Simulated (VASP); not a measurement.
# Ga16O23 (a cell with a defect) in VASP: further runs

The runs below take Ga16O23 (a cell with a defect) through single point, with PBE.

Program: VASP 6.6.1. These are calculated values, not measurements. Logs are shortened: lines on timing, memory, paths and dates and some standing lists are left out, and cuts for length are marked.

## (1) The cell of the first run

The cell holds a defect, 39 atoms: a = 7.308 Å, b = 7.308 Å, c = 7.308 Å, α = 86.29°, β = 86.29°, γ = 86.29°.

## (2) Single point, PBE

INCAR reads:

```
PREC = Accurate ; ENCUT = 520
EDIFF = 1E-6 ; ISMEAR = -1
SIGMA = 0.01 ; LREAL = Auto
LASPH = True ; NELM = 100
ALGO = Normal ; ISIF = 2
LWAVE = False ; LCHARG = True
GGA = PE ; LELF = True
LVHAR = True ; NELECT = 344.0
NBANDS = 198
```

KPOINTS reads:

```
regular mesh
0
Gamma
  3 3 3
```

POSCAR reads:

```
Ga16O23
1.0
   -4.9973983878     -2.8852493044      4.4835497685
    4.9973983878     -2.8852493044      4.4835497685
    0.0000000000      5.7704986088      4.4835497685
Ga O
16 23
Direct
    0.8442112031      0.8561357638      0.8620910762
    0.3650559403      0.3529106962      0.8722673407
    0.3567124373      0.8580636085      0.3559567153
    0.8584977167      0.3583569858      0.3552716672
    0.6415022833      0.6447283328      0.6416430142
    0.1349440597      0.1277326593      0.6470893038
    0.1432875627      0.6440432847      0.1419363915
    0.6557887969      0.1379089238      0.1438642362
    0.1371604741      0.1399139236      0.1371017324
    0.6450074937      0.6416846535      0.1480082881
    0.6428586619      0.1459766500      0.6411019481
    0.1346951561      0.6726814439      0.6558945165
    0.3653048439      0.3441054835      0.3273185561
    0.8549925063      0.8519917119      0.3583153465
    0.8571413381      0.3588980519      0.8540233500
    0.3628395259      0.8628982676      0.8600860764
    0.7482436172      0.9031718555      0.6001259544
    0.7517563828      0.3998740456      0.0968281445
    0.2500000000      0.8989057997      0.1010942003
    0.3994891745      0.5928064475      0.2497276766
    0.9030633113      0.0969318824      0.2517369846
    0.9002616474      0.5993389636      0.7482999083
    0.3944031983      0.1096427512      0.7427362722
    0.5997383526      0.2517000917      0.4006610364
    0.1005108255      0.7502723234      0.4071935525
    0.1055968017      0.2572637278      0.8903572488
    0.5969366887      0.7482630154      0.9030681176
    0.7500000000      0.5982404156      0.4017595844
    0.2503320266      0.1070354898      0.4081866651
    0.2496679734      0.5918133349      0.8929645102
    0.7500000000      0.1025865670      0.8974134330
    0.3953374952      0.7484368006      0.5996629655
    0.9099277366      0.2579546325      0.5975161472
    0.9016510724      0.7491485303      0.1006908625
    0.4063043198      0.2326231851      0.0977539153
    0.5900722634      0.4024838528      0.7420453675
    0.0936956802      0.9022460847      0.7673768149
    0.1046625048      0.4003370345      0.2515631994
    0.5983489276      0.8993091375      0.2508514697
```

Potentials or basis: VASP PAW PBE potentials, release 64 (Ga_d, O).

Launch:

```console
> cat potpaw_PBE.64/Ga_d/POTCAR potpaw_PBE.64/O/POTCAR > POTCAR
> mpirun -np 1 vasp_std > vasp.out
```

OUTCAR:

```text
PREC = Accurate
   ENCUT = 520
   EDIFF = 1E-6
   ISMEAR = -1
   LREAL = Auto
   LASPH = True
   NELM = 100
   ISIF = 2
   GGA = PE
   NELECT = 344.0

 ion  position               nearest neighbor table
   1  0.844  0.856  0.862-  31 1.91  34 1.92  37 1.95  27 2.01  17 2.08  22 2.11  12 2.84   5 2.85
                            10 2.90
   2  0.365  0.353  0.872-  35 1.85  36 1.89  30 1.90  26 2.06  23 2.06   9 2.91
   3  0.357  0.858  0.356-  39 1.91  32 1.94  29 1.98  19 2.06  25 2.08  20 2.13   7 2.88
   4  0.858  0.358  0.355-  28 1.92  33 1.92  38 1.94  18 2.09  24 2.09  21 2.10   8 2.85  10 2.91

   5  0.642  0.645  0.642-  28 1.92  36 1.92  32 1.94  17 2.09  22 2.09  27 2.10   1 2.85  14 2.91

   6  0.135  0.128  0.647-  37 1.85  33 1.89  29 1.90  23 2.06  26 2.06  16 2.91
   7  0.143  0.644  0.142-  34 1.91  38 1.94  30 1.98  19 2.06  20 2.08  25 2.13   3 2.88
   8  0.656  0.138  0.144-  31 1.91  39 1.92  35 1.95  21 2.01  18 2.08  24 2.11  13 2.84   4 2.85
                            14 2.90
   9  0.137  0.140  0.137-  21 1.89  19 1.92  26 1.97  35 2.12  38 2.12  29 2.19  13 2.80   2 2.91

  10  0.645  0.642  0.148-  18 1.93  20 1.94  27 1.95  28 2.05  39 2.07  34 2.08  14 2.83   1 2.90
                             4 2.91
  11  0.643  0.146  0.641-  24 1.91  17 1.92  23 1.94  36 2.06  31 2.07  33 2.16  15 2.87
  12  0.135  0.673  0.656-  25 1.90  22 1.90  37 1.91  30 2.01  32 2.03  16 2.80   1 2.84
  13  0.365  0.344  0.327-  20 1.90  24 1.90  35 1.91  29 2.01  38 2.03   9 2.80   8 2.84
  14  0.855  0.852  0.358-  17 1.93  25 1.94  21 1.95  28 2.05  34 2.07  39 2.08  10 2.83   8 2.90
                             5 2.91
  15  0.857  0.359  0.854-  22 1.91  18 1.92  26 1.94  33 2.06  31 2.07  36 2.16  11 2.87
  16  0.363  0.863  0.860-  27 1.89  19 1.92  23 1.97  37 2.12  32 2.12  30 2.19  12 2.80   6 2.91
[... 22 lines left out ...]
  38  0.105  0.400  0.252-   7 1.94   4 1.94  13 2.03   9 2.12
  39  0.598  0.899  0.251-   3 1.91   8 1.92  10 2.07  14 2.08

  LATTYP: Found a trigonal (rhomboedric) cell.
 ALAT       =     7.3075900762
 COS(alpha) =     0.0646598314

  Lattice vectors:

 A1 = (  -4.9973983878,  -2.8852493044,   4.4835497685)
 A2 = (   4.9973983878,  -2.8852493044,   4.4835497685)
 A3 = (   0.0000000000,   5.7704986088,   4.4835497685)

Analysis of symmetry for initial positions (statically):
=====================================================================
 Subroutine PRICEL returns:
 Original cell was already a primitive cell.

 Routine SETGRP: Setting up the symmetry group for a
 trigonal (rhombohedral) supercell.

 Subroutine GETGRP returns: Found  2 space group operations
 (whereof  1 operations were pure point group operations)
 out of a pool of 12 trial point group operations.

[... 182 lines left out ...]
   ISYM   =      2    0-nonsym 1-usesym 2-fastsym
   POTIM  = 0.5000    time-step for ionic-motion
   TEBEG  =    0.0;   TEEND  =   0.0 temperature during run
   PSTRESS=    0.0 pullay stress
   NELECT =     344.0000    total number of electrons
   NUPDOWN=      -1.0000    fix difference up-down
   EMIN   =  10.00;   EMAX   =-10.00  energy-range for DOS
   EFERMI =   0.00;   METHOD = LEGACY
   ISMEAR =    -1;   SIGMA  =   0.01  broadening in eV -4-tet -1-fermi 0-gaus
   EFERMI_NEDOS =   21; number of points for ismear=-14 and -15
   IALGO  =     38    algorithm
   IMIX   =      4    mixing-type and parameters
     AMIX     =   0.40;   BMIX     =  1.00
     AMIX_MAG =   1.60;   BMIX_MAG =  1.00
  volume/ion in A,a.u.               =       9.95        67.12
  Fermi-wavevector in a.u.,A,eV,Ry     =   1.572875  2.972302 33.659926  2.473935
  Thomas-Fermi vector in A             =   2.674244
   LORBIT       =      0    0 simple, 1 ext, 2 COOP (PROOUT), +10 PAW based schemes
   GGA     = PE    functional components
   LHFCALC =     F    Hartree Fock is set to
   AEXX    =    0.0000 exact exchange contribution
   IVDW    =     0    specifies the selected vdW correction
   LEPSILON=     F    determine dielectric tensor
   LRPA    =     F    only Hartree local field effects (RPA)
 non-spin polarized calculation
  energy-cutoff  :      520.00
  volume of cell :      387.88
 maximum number of plane-waves:     10490
 NGX is ok and might be reduce to    54
   NGX = 27   NGY = 27   NGZ = 27

 number of electron     343.9999915 magnetization

 Free energy of the ion-electron system (eV)
  ---------------------------------------------------
  ext. energy  EPLUGINS =         0.00000000
  ---------------------------------------------------
  free energy    TOTEN  =      -240.91764747 eV

  energy without entropy =     -240.91764747  energy(sigma->0) =     -240.91764747

 E-fermi :   4.5713     XC(G=0): -11.9670

 val. band max:        4.3384697549   @ k =  -0.0000  -0.3333   0.3333
 cond. band min:       6.2834636759   @ k =   0.0000   0.0000   0.0000
 fundamental gap:      1.9449939210
 Fermi energy:         4.5712881835

 k-point     1 :       0.0000    0.0000    0.0000
  band No.  band energies     occupation
      1     -14.6063      2.00000
      2     -13.9303      2.00000
      3     -13.6916      2.00000
      4     -13.6637      2.00000
      5     -13.3099      2.00000
      6     -13.2798      2.00000
[... 1859 lines left out ...]
    183      11.1201      0.00000
    184      11.2123      0.00000
 [bands above 184 left out]

------------------------ aborting loop because EDIFF is reached ----------------------------------------

  FORCE on cell =-STRESS in cart. coord.  units (eV):
  Direction    XX          YY          ZZ          XY          YZ          ZX
  --------------------------------------------------------------------------------------
  -------------------------------------------------------------------------------------
  Total        2.5104056      2.6127504     -2.4922902     -0.0886332      0.7914360      1.3708055
  in kB       10.3694067     10.7921493    -10.2945801     -0.3661058      3.2690822      5.6622084
  external PRESSURE =       3.6223253 kB  Pullay stress =       0.0000000 kB

 VOLUME and BASIS-vectors are now :
 -----------------------------------------------------------------------------
  energy-cutoff  :      520.00
  volume of cell :      387.88
      direct lattice vectors                 reciprocal lattice vectors
    -4.997398388 -2.885249304  4.483549768    -0.100052059 -0.057765083  0.074345853
     4.997398388 -2.885249304  4.483549768     0.100052059 -0.057765083  0.074345853
     0.000000000  5.770498609  4.483549768     0.000000000  0.115530167  0.074345853

 POSITION                                       TOTAL-FORCE (eV/Angst)
 -----------------------------------------------------------------------------------
      0.05959      0.06877     11.48882        -0.009718     -0.006717      0.022571
     -0.06069      2.96190      7.12989        -0.003263      0.004587      0.015066
      2.50545     -1.45088      7.04246        -0.006966     -0.008220      0.012415
     -2.49940     -1.46083      7.04871         0.003105     -0.004257      0.016264
      0.01612     -0.00850      8.64372         0.002134     -0.004818     -0.016264
     -0.03604      2.97614      4.07898        -0.002341      0.005119     -0.015066
[... 31 lines left out ...]
      1.47760     -0.00540      3.39209         0.003723     -0.000836     -0.012522
      1.50402     -2.87358      7.83953         0.006369      0.001076      0.003329
 -----------------------------------------------------------------------------------
    total drift:                               -0.007450      0.012893      0.000000

  FREE ENERGIE OF THE ION-ELECTRON SYSTEM (eV)
  ---------------------------------------------------
  free  energy   TOTEN  =      -240.9176474661 eV

  energy  without entropy=     -240.9176474661  energy(sigma->0) =     -240.91764747
```

OSZICAR:

```text
N       E                     dE             d eps       ncg     rms          rms(c)
DAV:   1     0.739146900761E+04    0.73915E+04   -0.12347E+05  4214   0.328E+03
DAV:   2     0.175098608193E+04   -0.56405E+04   -0.53074E+04  3960   0.999E+02
DAV:   3    -0.269548727848E+02   -0.17779E+04   -0.16975E+04  4936   0.361E+02
DAV:   4    -0.254008115666E+03   -0.22705E+03   -0.22277E+03  4608   0.138E+02
DAV:   5    -0.273310859449E+03   -0.19303E+02   -0.19163E+02  5864   0.419E+01    0.333E+01
DAV:   6    -0.240290641017E+03    0.33020E+02   -0.13339E+02  7088   0.668E+01    0.925E+00
DAV:   7    -0.241109560109E+03   -0.81892E+00   -0.15004E+01  4560   0.111E+01    0.649E+00
DAV:   8    -0.240991576425E+03    0.11798E+00   -0.24991E+00  6328   0.136E+01    0.212E+00
DAV:   9    -0.240904231662E+03    0.87345E-01   -0.86342E-01  5768   0.699E+00    0.454E-01
DAV:  10    -0.240916671513E+03   -0.12440E-01   -0.14819E-01  6008   0.179E+00    0.436E-01
DAV:  11    -0.240916803559E+03   -0.13205E-03   -0.36151E-02  4976   0.150E+00    0.114E-01
DAV:  12    -0.240917226154E+03   -0.42259E-03   -0.45476E-03  4560   0.861E-01    0.444E-02
DAV:  13    -0.240917611574E+03   -0.38542E-03   -0.37585E-03  5648   0.265E-01    0.430E-02
DAV:  14    -0.240917628336E+03   -0.16762E-04   -0.51516E-04  5480   0.221E-01    0.148E-02
DAV:  15    -0.240917635945E+03   -0.76099E-05   -0.10600E-04  5568   0.927E-02    0.789E-03
DAV:  16    -0.240917645744E+03   -0.97988E-05   -0.90032E-05  4320   0.599E-02    0.521E-03
DAV:  17    -0.240917648108E+03   -0.23635E-05   -0.26262E-05  4232   0.362E-02    0.355E-03
DAV:  18    -0.240917647466E+03    0.64164E-06   -0.26775E-06  3208   0.278E-02
   1 F= -.24091765E+03 E0= -.24091765E+03  d E =-.362377E-11
```

It took 26 min on 1 thread of Intel Xeon 6975P-C (Granite Rapids), shared host; peak memory 0.66 GiB.

Results:

- Free energy: -240.9176 eV
- Largest force: 0.047 eV/Å

Forces on the atoms (eV/Å):
```
Ga  -0.010 -0.007  0.023
Ga  -0.003  0.005  0.015
Ga  -0.007 -0.008  0.012
Ga   0.003 -0.004  0.016
Ga   0.002 -0.005 -0.016
Ga  -0.002  0.005 -0.015
Ga   0.011  0.002 -0.012
Ga   0.011  0.005 -0.023
Ga  -0.004  0.003 -0.003
Ga   0.001  0.001 -0.015
Ga  -0.006 -0.010 -0.012
Ga  -0.026  0.002 -0.039
Ga   0.011  0.024  0.039
Ga  -0.001  0.000  0.015
Ga   0.012  0.000  0.012
Ga  -0.001  0.005  0.003
O   -0.002 -0.004  0.008
O    0.005  0.000 -0.008
O    0.001 -0.001  0.000
O    0.012  0.008  0.006
O   -0.008  0.003  0.004
O   -0.002 -0.001 -0.004
O    0.000 -0.012 -0.002
O    0.002  0.001  0.004
O   -0.013 -0.006 -0.006
O    0.010 -0.005  0.002
O    0.001  0.008 -0.004
O   -0.005  0.008  0.000
O    0.005  0.009 -0.008
O   -0.010  0.000  0.008
O    0.001 -0.002  0.000
O   -0.001 -0.004  0.013
O   -0.003  0.000  0.005
O   -0.004 -0.005 -0.003
O   -0.001 -0.014 -0.020
O    0.001  0.003 -0.005
O    0.012 -0.006  0.020
O    0.004 -0.001 -0.013
O    0.006  0.001  0.003
```

Levels at points of the mesh, in eV from the Fermi level:
```csv
k point,band 169,band 170,band 171,band 172,band 173,band 174,band 175,band 176
"(0.00, 0.00, 0.00)",-0.42,-0.37,-0.36,-0.34,1.71,4.37,5.15,5.63
```

Caveat: the cell carries a net charge on a neutralising background, which shifts energy and pressure; the cell is charged against a uniform background, so pressure and absolute levels hang on convention.

## (3) Single point, PBE

INCAR reads:

```
SYSTEM = Ga16O23
PREC = Accurate
ENCUT = 520
EDIFF = 1E-6
ISMEAR = -1
SIGMA = 0.01
LREAL = Auto
LASPH = .TRUE.
NELM = 100
ALGO = Normal
ISIF = 2
LWAVE = .FALSE.
LCHARG = .TRUE.
GGA = PE
LELF = .TRUE.
LVHAR = .TRUE.
NBANDS = 198
NELECT = 344.0
```

KPOINTS reads:

```
Automatic mesh
0
G
  3 3 3
  0 0 0
```

POSCAR reads:

```
Ga16O23
1.0
   -4.9973983878     -2.8852493044      4.4835497685
    4.9973983878     -2.8852493044      4.4835497685
    0.0000000000      5.7704986088      4.4835497685
Ga O
16 23
Direct
    0.8555855800      0.8555855800      0.8555855800
    0.3555855800      0.3555855800      0.8555855800
    0.3555855800      0.8555855800      0.3555855800
    0.8555855800      0.3555855800      0.3555855800
    0.6444144200      0.6444144200      0.6444144200
    0.1444144200      0.1444144200      0.6444144200
    0.1444144200      0.6444144200      0.1444144200
    0.6444144200      0.1444144200      0.1444144200
    0.1444144200      0.1444144200      0.1444144200
    0.6444144200      0.6444144200      0.1444144200
    0.6444144200      0.1444144200      0.6444144200
    0.1444144200      0.6444144200      0.6444144200
    0.3555855800      0.3555855800      0.3555855800
    0.8555855800      0.8555855800      0.3555855800
    0.8555855800      0.3555855800      0.8555855800
    0.3555855800      0.8555855800      0.8555855800
    0.7500000000      0.9015835900      0.5984164100
    0.7500000000      0.4015835900      0.0984164100
    0.2500000000      0.9015835900      0.0984164100
    0.4015835900      0.5984164100      0.2500000000
    0.9015835900      0.0984164100      0.2500000000
    0.9015835900      0.5984164100      0.7500000000
    0.4015835900      0.0984164100      0.7500000000
    0.5984164100      0.2500000000      0.4015835900
    0.0984164100      0.7500000000      0.4015835900
    0.0984164100      0.2500000000      0.9015835900
    0.5984164100      0.7500000000      0.9015835900
    0.7500000000      0.5984164100      0.4015835900
    0.2500000000      0.0984164100      0.4015835900
    0.2500000000      0.5984164100      0.9015835900
    0.7500000000      0.0984164100      0.9015835900
    0.4015835900      0.7500000000      0.5984164100
    0.9015835900      0.2500000000      0.5984164100
    0.9015835900      0.7500000000      0.0984164100
    0.4015835900      0.2500000000      0.0984164100
    0.5984164100      0.4015835900      0.7500000000
    0.0984164100      0.9015835900      0.7500000000
    0.0984164100      0.4015835900      0.2500000000
    0.5984164100      0.9015835900      0.2500000000
```

Potentials or basis: VASP PAW PBE potentials, release 64 (Ga_d, O).

Launch:

```console
> cat potpaw_PBE.64/Ga_d/POTCAR potpaw_PBE.64/O/POTCAR > POTCAR
> mpirun -np 1 vasp_std > vasp.out
```

Wall time 22 min (1 thread of Intel Xeon 6975P-C (Granite Rapids), shared host); peak memory 0.68 GiB.

The run converged. Its results:

```yaml
Free_energy: -239.3588 eV
Largest_force: 2.763 eV/Å
```

Forces in eV/Å, atoms in the order of the input:
```
Ga   0.325  0.116  0.334
Ga  -1.055  1.713  1.797
Ga  -0.468 -0.531  0.036
Ga   0.439 -0.178 -0.179
Ga  -0.065 -0.469  0.179
Ga  -0.956  1.770 -1.797
Ga   0.694  0.140 -0.036
Ga  -0.263 -0.224 -0.334
Ga  -0.262  0.210 -0.280
Ga  -0.258 -0.243  0.304
Ga  -0.649  0.166 -0.054
Ga   2.439 -0.165  1.288
Ga  -1.076 -2.195 -1.288
Ga   0.339  0.102 -0.304
Ga   0.181  0.645  0.054
Ga  -0.050  0.332  0.280
O    0.099  0.068  0.025
O   -0.108 -0.052 -0.025
O   -0.063  0.109  0.000
O    0.090  0.854 -0.281
O    0.015 -0.126  0.287
O   -0.915 -0.284 -0.042
O    1.446 -0.878  0.061
O    0.704  0.651  0.042
O   -0.785  0.349  0.281
O    0.038 -1.691 -0.061
O    0.101 -0.076 -0.287
O   -0.100  0.174  0.000
O    0.955  0.269  1.189
O   -0.710 -0.693 -1.189
O    0.162 -0.281  0.000
O   -0.143  0.540 -0.819
O   -0.496 -0.594  0.981
O   -0.227 -0.055  0.061
O    0.362  0.097 -0.063
O    0.762  0.132 -0.981
O   -0.265 -0.264  0.063
O   -0.396  0.394  0.819
O    0.161  0.169 -0.061
```

Levels at points of the mesh, in eV from the Fermi level:
```
           k point  band 169  band 170  band 171  band 172  band 173  band 174  band 175  band 176
(0.00, 0.00, 0.00)     -0.42     -0.37     -0.32     -0.32      0.27      3.54      3.78      4.34
```

Caveat: the cell carries a net charge on a neutralising background, which shifts energy and pressure; the cell is charged against a uniform background, so pressure and absolute levels hang on convention.
